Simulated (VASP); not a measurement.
# Nb2SnSe (P-6m2) in VASP: further runs

Nb2SnSe is run at these levels: PBE; tasks: single point, relaxation of cell and atoms.

All numbers are computed with VASP 6.6.1; they aren't measurements. Logs are shortened: lines on timing, memory, paths and dates and some standing lists are left out, and cuts for length are marked.

**1. The cell of the first run**

It takes space group P-6m2 (No. 187, hexagonal). Conventional cell: a = 3.380 Å, b = 3.380 Å, c = 7.798 Å, α = 90.00°, β = 90.00°, γ = 120.00°. Within 3.6 Å of Nb (site symmetry 3m) lie 3 Se at 2.62 Å and 3 Sn at 2.90 Å and 7 Nb at 3.38 to 3.51 Å. Within 3.8 Å of Sn (site symmetry -6m2) lie 6 Nb at 2.90 Å and 6 Sn at 3.38 Å. Within 3.5 Å of Se (site symmetry -6m2) lie 6 Nb at 2.62 Å and 6 Se at 3.38 Å.

The cell was generated, and may not be a known phase.

**2. Single point, PBE**

INCAR reads:

```
ALGO = Normal
EDIFF = 1E-6
ENCUT = 520
GGA = PE
ISIF = 2
ISMEAR = 0
LASPH = T
LCHARG = F
LREAL = F
LWAVE = F
NBANDS = 31
NELM = 60
PREC = Accurate
SIGMA = 0.1
```

KPOINTS reads:

```
k-points
0
Gamma
  12 12 6
```

POSCAR reads:

```
Nb2SnSe
1.0
    3.3804254063      0.0000000000      0.0000000000
   -1.6902127031      2.9275342774      0.0000000000
    0.0000000000      0.0000000000      7.7981539176
Nb Sn Se
2 1 1
Direct
    0.3333333333      0.6666666667      0.7249476361
    0.3333333333      0.6666666667      0.2750523639
    0.6666666667      0.3333333333      0.0000000000
    0.0000000000      0.0000000000      0.5000000000
```

Potentials or basis: VASP PAW PBE potentials, release 64 (Nb_sv, Sn_d, Se).

Launch:

```console
cat potpaw_PBE.64/Nb_sv/POTCAR potpaw_PBE.64/Sn_d/POTCAR potpaw_PBE.64/Se/POTCAR > POTCAR
mpirun -np 1 vasp_std > vasp.out
```

OUTCAR:

```text
EDIFF = 1E-6
   ENCUT = 520
   GGA = PE
   ISIF = 2
   ISMEAR = 0
   LASPH = T
   LREAL = F
   NELM = 60
   PREC = Accurate

 ion  position               nearest neighbor table
   1  0.333  0.667  0.725-   4 2.62   4 2.62   4 2.62   3 2.90   3 2.90   3 2.90
   2  0.333  0.667  0.275-   4 2.62   4 2.62   4 2.62   3 2.90   3 2.90   3 2.90
   3  0.667  0.333  0.000-   1 2.90   2 2.90   1 2.90   2 2.90   1 2.90   2 2.90
   4  0.000  0.000  0.500-   1 2.62   2 2.62   1 2.62   2 2.62   1 2.62   2 2.62

  LATTYP: Found a hexagonal cell.
 ALAT       =     3.3804254063
 C/A-ratio  =     2.3068557889

  Lattice vectors:

 A1 = (   3.3804254063,   0.0000000000,   0.0000000000)
 A2 = (  -1.6902127031,   2.9275342774,   0.0000000000)
 A3 = (   0.0000000000,   0.0000000000,   7.7981539176)

Analysis of symmetry for initial positions (statically):
=====================================================================
 Subroutine PRICEL returns:
 Original cell was already a primitive cell.

 Routine SETGRP: Setting up the symmetry group for a
 hexagonal supercell.

 Subroutine GETGRP returns: Found 12 space group operations
 (whereof 12 operations were pure point group operations)
 out of a pool of 24 trial point group operations.

The static configuration has the point symmetry D_3h.

Analysis of symmetry for dynamics (positions and initial velocities):
=====================================================================
 Subroutine PRICEL returns:
 Original cell was already a primitive cell.

 Routine SETGRP: Setting up the symmetry group for a
 hexagonal supercell.

 Subroutine GETGRP returns: Found 12 space group operations
 (whereof 12 operations were pure point group operations)
 out of a pool of 24 trial point group operations.

The dynamic configuration has the point symmetry D_3h.

 Subroutine INISYM returns: Found 12 space group operations
 (whereof 12 operations are pure point group operations),
 and found     1 'primitive' translations

----------------------------------------------------------------------------------------

                                     Primitive cell

  volume of cell :      77.1730

  direct lattice vectors                    reciprocal lattice vectors
     3.380425406  0.000000000  0.000000000     0.295820756  0.170792193  0.000000000
    -1.690212703  2.927534277  0.000000000     0.000000000  0.341584386  0.000000000
     0.000000000  0.000000000  7.798153918     0.000000000  0.000000000  0.128235479

  length of vectors
     3.380425406  3.380425406  7.798153918     0.341584386  0.341584386  0.128235479

  position of ions in fractional coordinates (direct lattice)
     0.333333333  0.666666667  0.724947636
     0.333333333  0.666666667  0.275052364
     0.666666667  0.333333333  0.000000000
     0.000000000  0.000000000  0.500000000

  ion indices of the primitive-cell ions
   primitive index   ion index
                 1           1
                 2           2
                 3           3
                 4           4

----------------------------------------------------------------------------------------

 KPOINTS: k-points

Automatic generation of k-mesh.
 Grid dimensions read from file:
 generate k-points for:   12   12    6

 Generating k-lattice:

  Cartesian coordinates                     Fractional coordinates (reciprocal lattice)
     0.024651730  0.014232683  0.000000000     0.083333333  0.000000000  0.000000000
     0.000000000  0.028465366  0.000000000     0.000000000  0.083333333  0.000000000
     0.000000000  0.000000000  0.021372580     0.000000000  0.000000000  0.166666667

  Length of vectors
     0.028465366  0.028465366  0.021372580

  Shift w.r.t. Gamma in fractional coordinates (k-lattice)
     0.000000000  0.000000000  0.000000000

 Subroutine IBZKPT returns following result:
 ===========================================

 Found     76 irreducible k-points:

 Following reciprocal coordinates:
            Coordinates               Weight
  0.000000  0.000000  0.000000      1.000000
  0.083333 -0.000000  0.000000      6.000000
  0.166667 -0.000000  0.000000      6.000000
  0.250000 -0.000000  0.000000      6.000000
  0.333333 -0.000000  0.000000      6.000000
  0.416667 -0.000000  0.000000      6.000000
[... 16 lines left out ...]
  0.250000 -0.000000  0.166667     12.000000
  0.333333 -0.000000  0.166667     12.000000
 [... further k-points ...]
   k-points           NKPTS =     76   k-points in BZ     NKDIM =     76   number of bands    NBANDS=     31
   number of dos      NEDOS =    301   number of ions     NIONS =      4
   total plane-waves  NPLWV =  47040
   dimension x,y,z NGX =    28 NGY =   28 NGZ =   60
   dimension x,y,z NGXF=    56 NGYF=   56 NGZF=  120
   ions per type =               2   1   1
   NGX,Y,Z   is equivalent  to a cutoff of  13.77, 13.77, 12.79 a.u.
   NGXF,Y,Z  is equivalent  to a cutoff of  27.54, 27.54, 25.58 a.u.
 SYSTEM =  unknown system
[... 46 lines left out ...]
   NGX = 13   NGY = 13   NGZ = 29

 number of electron      46.0000000 magnetization

 Free energy of the ion-electron system (eV)
  ---------------------------------------------------
  ext. energy  EPLUGINS =         0.00000000
  ---------------------------------------------------
  free energy    TOTEN  =       -28.98596629 eV

  energy without entropy =      -28.96669299  energy(sigma->0) =      -28.97632964

 E-fermi :  10.4033     XC(G=0): -11.7465

 val. band max:       10.3993864358   @ k =   0.0833  -0.0000   0.1667
 cond. band min:      10.4112839355   @ k =   0.0000   0.0000   0.0000
 fundamental gap:      0.0118974997
 Fermi energy:        10.4033251419

 k-point     1 :       0.0000    0.0000    0.0000
  band No.  band energies     occupation
      1     -44.8732      2.00000
      2     -44.8673      2.00000
      3     -21.1696      2.00000
      4     -21.0459      2.00000
      5     -20.7770      2.00000
      6     -20.7770      2.00000
[... 23 lines left out ...]
     30      13.9211      0.00000
     31      17.5911      0.00000

 k-point     2 :       0.0833   -0.0000    0.0000
  band No.  band energies     occupation
      1     -44.8713      2.00000
      2     -44.8655      2.00000
      3     -21.1648      2.00000
      4     -21.0430      2.00000
      5     -20.7982      2.00000
      6     -20.7885      2.00000
[... 23 lines left out ...]
     30      14.4740      0.00000
     31      16.6343      0.00000

 k-point     3 :       0.1667   -0.0000    0.0000
  band No.  band energies     occupation
      1     -44.8661      2.00000
      2     -44.8604      2.00000
      3     -21.1516      2.00000
      4     -21.0350      2.00000
      5     -20.8557      2.00000
      6     -20.8431      2.00000
[... 23 lines left out ...]
     30      14.9960      0.00000
     31      15.4283      0.00000

 k-point     4 :       0.2500   -0.0000    0.0000
  band No.  band energies     occupation
      1     -44.8589      2.00000
      2     -44.8534      2.00000
      3     -21.1336      2.00000
      4     -21.0241      2.00000
      5     -20.9333      2.00000
      6     -20.9166      2.00000
[... 23 lines left out ...]
     30      13.8721      0.00000
     31      15.8475      0.00000

 k-point     5 :       0.3333   -0.0000    0.0000
  band No.  band energies     occupation
      1     -44.8518      2.00000
      2     -44.8464      2.00000
      3     -21.1156      2.00000
      4     -21.0138      2.00000
      5     -21.0097      2.00000
      6     -20.9886      2.00000
[... 23 lines left out ...]
     30      14.0828      0.00000
     31      15.8430      0.00000
[... 542 lines left out ...]
     30      14.7705      0.00000
     31      16.5914      0.00000

 k-point    22 :       0.1667   -0.0000    0.1667
  band No.  band energies     occupation
      1     -44.8660      2.00000
      2     -44.8604      2.00000
      3     -21.1489      2.00000
      4     -21.0377      2.00000
      5     -20.8555      2.00000
      6     -20.8433      2.00000
[... 23 lines left out ...]
     30      15.0201      0.00000
     31      15.6990      0.00000

 k-point    23 :       0.2500   -0.0000    0.1667
  band No.  band energies     occupation
      1     -44.8589      2.00000
      2     -44.8534      2.00000
      3     -21.1314      2.00000
      4     -21.0264      2.00000
      5     -20.9329      2.00000
      6     -20.9170      2.00000
[... 23 lines left out ...]
     30      13.9766      0.00000
     31      16.1210      0.00000

 k-point    24 :       0.3333   -0.0000    0.1667
  band No.  band energies     occupation
      1     -44.8517      2.00000
      2     -44.8464      2.00000
      3     -21.1138      2.00000
      4     -21.0158      2.00000
      5     -21.0088      2.00000
      6     -20.9893      2.00000
[... 23 lines left out ...]
     30      14.0156      0.00000
     31      15.9278      0.00000

 [... further k-points ...]

------------------------ aborting loop because EDIFF is reached ----------------------------------------

  FORCE on cell =-STRESS in cart. coord.  units (eV):
  Direction    XX          YY          ZZ          XY          YZ          ZX
  --------------------------------------------------------------------------------------
  -------------------------------------------------------------------------------------
  Total       -0.0571899     -0.0571899     -0.0718362     -0.0000000      0.0000000     -0.0000000
  in kB       -1.1873126     -1.1873126     -1.4913813     -0.0000000      0.0000000     -0.0000000
  external PRESSURE =      -1.2886688 kB  Pullay stress =       0.0000000 kB

 VOLUME and BASIS-vectors are now :
 -----------------------------------------------------------------------------
  energy-cutoff  :      520.00
  volume of cell :       77.17
      direct lattice vectors                 reciprocal lattice vectors
     3.380425406  0.000000000  0.000000000     0.295820756  0.170792193  0.000000000
    -1.690212703  2.927534277  0.000000000     0.000000000  0.341584386  0.000000000
     0.000000000  0.000000000  7.798153918     0.000000000  0.000000000  0.128235479

 POSITION                                       TOTAL-FORCE (eV/Angst)
 -----------------------------------------------------------------------------------
     -0.00000      1.95169      5.65325         0.000000     -0.000000     -0.003082
     -0.00000      1.95169      2.14490         0.000000      0.000000      0.003082
      1.69021      0.97584      0.00000        -0.000000      0.000000      0.000000
      0.00000      0.00000      3.89908        -0.000000      0.000000      0.000000
 -----------------------------------------------------------------------------------
    total drift:                                0.000000     -0.000000     -0.000000

  FREE ENERGIE OF THE ION-ELECTRON SYSTEM (eV)
  ---------------------------------------------------
  free  energy   TOTEN  =       -28.9859662883 eV

  energy  without entropy=      -28.9666929931  energy(sigma->0) =      -28.97632964
```

Run time: 4.3 min. Hardware: 1 thread of Intel Xeon Platinum 8375C at 2.90GHz (Ice Lake), shared host; peak memory 0.32 GiB.

Results:

```yaml
Free_energy: -28.9860 eV
Pressure: -0.1 GPa
Largest_force: 0.003 eV/Å
Band_gap_on_the_k_mesh: zero (bands 23 and 24 overlap by 0.97 eV)
```

Forces on the atoms (eV/Å):
```
Nb   0.000  0.000 -0.003
Nb   0.000  0.000  0.003
Sn   0.000  0.000  0.000
Se   0.000  0.000  0.000
```

Caveat: spin-orbit coupling is left out, which moves the levels of the heavy elements.

**3. Single point, PBE (21.22 Å³/atom)**

This run uses another cell than the first one, of 21.22 Å³/atom.

INCAR reads:

```
PREC = Accurate
ENCUT = 520
EDIFF = 1E-6
ISMEAR = 0
SIGMA = 0.1
LREAL = False
LASPH = True
NELM = 100
ALGO = Normal
ISIF = 2
LWAVE = False
LCHARG = True
GGA = PE
LELF = True
LVHAR = True
NBANDS = 31
```

KPOINTS reads:

```
regular mesh
0
Gamma
  12 12 6
```

POSCAR reads:

```
Nb2SnSe
1.0
    3.5365137406      0.0000000000      0.0000000000
   -1.7682568703      3.0627107402      0.0000000000
    0.0000000000      0.0000000000      7.8374810287
Nb Sn Se
2 1 1
Direct
    0.3333333333      0.6666666667      0.7233250775
    0.3333333333      0.6666666667      0.2766749225
    0.6666666667      0.3333333333      0.0000000000
    0.0000000000      0.0000000000      0.5000000000
```

Potentials or basis: VASP PAW PBE potentials, release 64 (Nb_sv, Sn_d, Se).

Launch:

```console
cat potpaw_PBE.64/Nb_sv/POTCAR potpaw_PBE.64/Sn_d/POTCAR potpaw_PBE.64/Se/POTCAR > POTCAR
mpirun -np 1 vasp_std > vasp.out
```

Wall time 3.6 min (1 thread of Intel Xeon Platinum 8375C at 2.90GHz (Ice Lake), shared host); peak memory 0.34 GiB.

Results (log left out):

```
Free energy            : -28.7248 eV
Pressure               : -10.1 GPa
Band gap on the k mesh : zero (bands 23 and 24 overlap by 0.85 eV)
```

Levels at points of the mesh, in eV from the Fermi level:
```
           k point  band 19  band 20  band 21  band 22  band 23  band 24  band 25  band 26  band 27  band 28
(0.00, 0.00, 0.00)    -2.46    -1.78    -0.39    -0.39    -0.05    -0.05     0.60     0.97     0.97     1.90
(0.50, 0.00, 0.00)    -3.74    -2.08    -2.06    -1.48     0.45     0.70     1.32     1.99     2.05     2.24
(0.00, 0.00, 0.50)    -3.18    -1.15    -0.64    -0.64     0.01     0.01     0.20     0.77     0.77     2.52
(0.50, 0.00, 0.50)    -3.90    -2.45    -1.72    -1.24    -0.47     1.07     1.90     2.03     2.43     2.54
```

Caveat: the cell stands under tension; spin-orbit coupling is left out, which moves the levels of the heavy elements.

**4. Relaxation of cell and atoms, PBE**

INCAR reads:

```
ALGO = Normal ; EDIFF = 1E-7
EDIFFG = -0.001 ; ENCUT = 600
GGA = PE ; IBRION = 2
ISIF = 3 ; ISMEAR = 0
LASPH = True ; LCHARG = False
LREAL = False ; LWAVE = False
NELM = 80 ; NSW = 80
PREC = Accurate ; SIGMA = 0.1
```

KPOINTS reads:

```
k-points
0
Gamma
  12 12 6
```

POSCAR reads:

```
Nb2SnSe
1.0
    3.3804254063      0.0000000000      0.0000000000
   -1.6902127031      2.9275342774      0.0000000000
    0.0000000000      0.0000000000      7.7981539176
Nb Sn Se
2 1 1
Direct
    0.3333333333      0.6666666667      0.7249476361
    0.3333333333      0.6666666667      0.2750523639
    0.6666666667      0.3333333333      0.0000000000
    0.0000000000      0.0000000000      0.5000000000
```

Launch:

```console
cat potpaw_PBE.64/Nb_sv/POTCAR potpaw_PBE.64/Sn_d/POTCAR potpaw_PBE.64/Se/POTCAR > POTCAR
mpirun -np 1 vasp_std > vasp.out
```

Run time: 9.4 min. Hardware: 1 thread of Intel Xeon Platinum 8375C at 2.90GHz (Ice Lake), shared host; peak memory 0.37 GiB.

It converged, with:

```yaml
Free_energy: -28.9857 eV
Relaxed_volume: 19.28 Å³/atom
Relaxed_cell: a = 3.380 Å, b = 3.380 Å, c = 7.796 Å, α = 90.00°, β = 90.00°, γ = 120.00°
Space_group_after_relaxing_to_0.1_Å: P-6m2 (No. 187)
Energy_gained_by_relaxing: 0.0 meV/atom
Ionic_steps: 3
Pressure_after_relaxing: 0.0 GPa
Band_gap_on_the_k_mesh: zero (bands 23 and 24 overlap by 0.97 eV)
```

Final structure:
```yaml
crystal:
  lattice:
    - [3.37967, 0.00000, 0.00000]
    - [-1.68984, 2.92688, 0.00000]
    - [0.00000, 0.00000, 7.79577]
  atoms:
    - { symbol: Nb, position: [0.33333, 0.66667, 0.72494] }
    - { symbol: Nb, position: [0.33333, 0.66667, 0.27506] }
    - { symbol: Sn, position: [0.66667, 0.33333, 0.00000] }
    - { symbol: Se, position: [0.00000, 0.00000, 0.50000] }
```

Levels at points of the mesh, in eV from the Fermi level:
```tsv
k point	band 19	band 20	band 21	band 22	band 23	band 24	band 25	band 26	band 27
(0.00, 0.00, 0.00)	-2.93	-2.15	-0.46	-0.46	0.01	0.01	0.21	1.07	1.07
(0.50, 0.00, 0.00)	-4.02	-2.46	-2.17	-1.94	0.45	0.91	1.20	2.43	2.51
(0.00, 0.00, 0.50)	-3.08	-1.45	-0.69	-0.69	-0.18	0.05	0.05	0.89	0.89
(0.50, 0.00, 0.50)	-3.96	-2.79	-2.02	-1.62	-0.50	1.14	2.32	2.46	2.52
```

Caveat: spin-orbit coupling is left out, which moves the levels of the heavy elements.

**5. Relaxation of cell and atoms, PBE**

This run uses another cell than the first one, of 19.35 Å³/atom.

INCAR reads:

```
  ALGO = Normal
  EDIFF = 1E-6
  EDIFFG = -0.01
  ENCUT = 600
  GGA = PE
  IBRION = 2
  ISIF = 3
  ISMEAR = 0
  LASPH = T
  LCHARG = F
  LREAL = F
  LWAVE = F
  NELM = 60
  NSW = 100
  PREC = Accurate
  SIGMA = 0.1
```

KPOINTS is that of step 4.

POSCAR reads:

```
Nb2SnSe
1.0
    3.4020088507      0.0000000000      0.0000000000
   -1.7010044253      2.9462260886      0.0000000000
    0.0000000000      0.0000000000      7.7230445539
Nb Sn Se
2 1 1
Direct
    0.3333333333      0.6666666667      0.7269685724
    0.3333333333      0.6666666667      0.2730314276
    0.6666666667      0.3333333333      0.0000000000
    0.0000000000      0.0000000000      0.5000000000
```

Launch:

```console
cat potpaw_PBE.64/Nb_sv/POTCAR potpaw_PBE.64/Sn_d/POTCAR potpaw_PBE.64/Se/POTCAR > POTCAR
mpirun -np 1 vasp_std > vasp.out
```

Run time: 16 min. Hardware: 1 thread of Intel Xeon Platinum 8375C at 2.90GHz (Ice Lake), shared host; peak memory 0.37 GiB.

It converged, with:

```yaml
Free_energy: -28.9858 eV
Relaxed_volume: 19.27 Å³/atom
Relaxed_cell: a = 3.379 Å, b = 3.379 Å, c = 7.796 Å, α = 90.00°, β = 90.00°, γ = 120.00°
Space_group_after_relaxing_to_0.1_Å: P-6m2 (No. 187)
Energy_gained_by_relaxing: 1.2 meV/atom
Ionic_steps: 7
Pressure_after_relaxing: 0.0 GPa
Largest_force_after_relaxing: 0.005 eV/Å
Band_gap_on_the_k_mesh: zero (bands 23 and 24 overlap by 0.97 eV)
```

Forces in eV/Å, atoms in the order of the input:
```
Nb   0.000  0.000  0.005
Nb   0.000  0.000 -0.005
Sn   0.000  0.000  0.000
Se   0.000  0.000  0.000
```

Step by step:
```tsv
step	energy change (eV)	largest force (eV/Å)	pressure (GPa)	volume (Å³)
1	0.0000	0.1824	-0.28	77.41
2	-0.0032	0.0732	0.35	77.04
3	-0.0035	0.0283	0.62	76.88
4	-0.0047	0.0315	-0.15	77.27
5	-0.0047	0.0233	-0.05	77.21
6	-0.0048	0.0183	-0.02	77.18
7	-0.0049	0.0047	0.04	77.09
```

Final structure:
```
Nb Sn Se
1.0
     3.37923    0.00000    0.00000
    -1.68962    2.92650    0.00000
     0.00000    0.00000    7.79574
Nb Sn Se
2 1 1
Direct
  0.33333 0.66667 0.72489
  0.33333 0.66667 0.27511
  0.66667 0.33333 0.00000
  0.00000 0.00000 0.50000
```

Levels at points of the mesh, in eV from the Fermi level:
```tsv
k point	band 21	band 22	band 23	band 24	band 25	band 26
(0.00, 0.00, 0.00)	-0.46	-0.46	0.01	0.01	0.21	1.07
(0.50, 0.00, 0.00)	-2.17	-1.95	0.45	0.91	1.20	2.42
(0.00, 0.00, 0.50)	-0.69	-0.69	-0.18	0.05	0.05	0.89
(0.50, 0.00, 0.50)	-2.03	-1.62	-0.50	1.14	2.32	2.46
```

Caveat: spin-orbit coupling is left out, which moves the levels of the heavy elements.

**6. Overview**

| task | cell | cutoff (eV) | gap on the mesh (eV) | pressure (GPa) | relaxed volume (Å³/atom) |
| --- | --- | --- | --- | --- | --- |
| single point | a = 3.380, b = 3.380, c = 7.798 Å, angles 90.0, 90.0, 120.0°, 4 atoms, atomic positions A | 520 | none | -0.1 | - |
| single point | a = 3.537, b = 3.537, c = 7.837 Å, angles 90.0, 90.0, 120.0°, 4 atoms, atomic positions B | 520 | none | -10.1 | - |
| relaxation of cell and atoms | relaxed from a = 3.380, b = 3.380, c = 7.798 Å, angles 90.0, 90.0, 120.0°, 4 atoms, atomic positions A | 600 | none | 0.0 | 19.28 |
| relaxation of cell and atoms | relaxed from a = 3.402, b = 3.402, c = 7.723 Å, angles 90.0, 90.0, 120.0°, 4 atoms, atomic positions C | 600 | none | 0.0 | 19.27 |

Alike in all rows: level PBE; potentials or basis VASP PAW PBE potentials, release 64 (Nb_sv, Sn_d, Se); no spin polarisation; k mesh 12 × 12 × 6; smearing gaussian 0.1 eV.

Caveats: spin-orbit coupling is left out, which moves the levels of the heavy elements; the cell stands under tension (at least some runs).

Total energies depend on the potentials used, so only differences within one code and one set of settings carry meaning.
